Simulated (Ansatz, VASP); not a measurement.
# MgO in VASP and in Ansatz

```xyz
4
Lattice="3.3153 0.0000 0.0000 -1.6576 2.8711 0.0000 0.0000 0.0000 5.1215" Properties=species:S:1:pos:R:3 pbc="T T T"
Mg    0.0000    1.9888    0.0324
Mg    1.6576    0.8823    2.5931
O     0.0000    1.8451    2.0398
O     1.6576    1.0261    4.6006
```

Change from the starting cell: mode 4 frozen in at +0.000 Å and mode 5 at +0.075 Å (largest displacements).

Alike in both runs: task single point; functional PBE; k mesh 9 × 9 × 6; occupations gaussian, width 0.05 eV; no spin polarisation.

```csv
,VASP,Ansatz
version,VASP 6.6.1,Ansatz 0.2.0
potentials or method,"VASP PAW PBE potentials, release 64 (Mg, O), cutoff 520 eV","scalar-relativistic, plane waves, PAW"
valence electrons in the cell,16,32
```

VASP gave:

| Quantity | Value |
| --- | --- |
| gap on the k mesh at the Fermi level (eV) | 3.35 |
| least direct gap on the mesh (eV) | 3.35 |
| pressure (GPa) | -0.5 |
| traceless stress, the component that is largest in VASP (GPa) | -0.23 |
| rms of the force components (eV/Å) | 0.116 |

**Question.** Estimate Ansatz's values.

**Answer.** gap on the k mesh at the Fermi level (eV): 3.37; least direct gap on the mesh (eV): 3.37; pressure (GPa): -0.1; traceless stress, the component that is largest in VASP (GPa): -0.20; rms of the force components (eV/Å): 0.115.

Atom by atom the forces differ by 0.001 eV/Å (rms over components). With one functional, cell and mesh, what is left measures potentials, basis and numerics. VASP's potentials hold 16 valence electrons a cell and Ansatz's 32, so a difference there can come from the potentials and not from the codes.
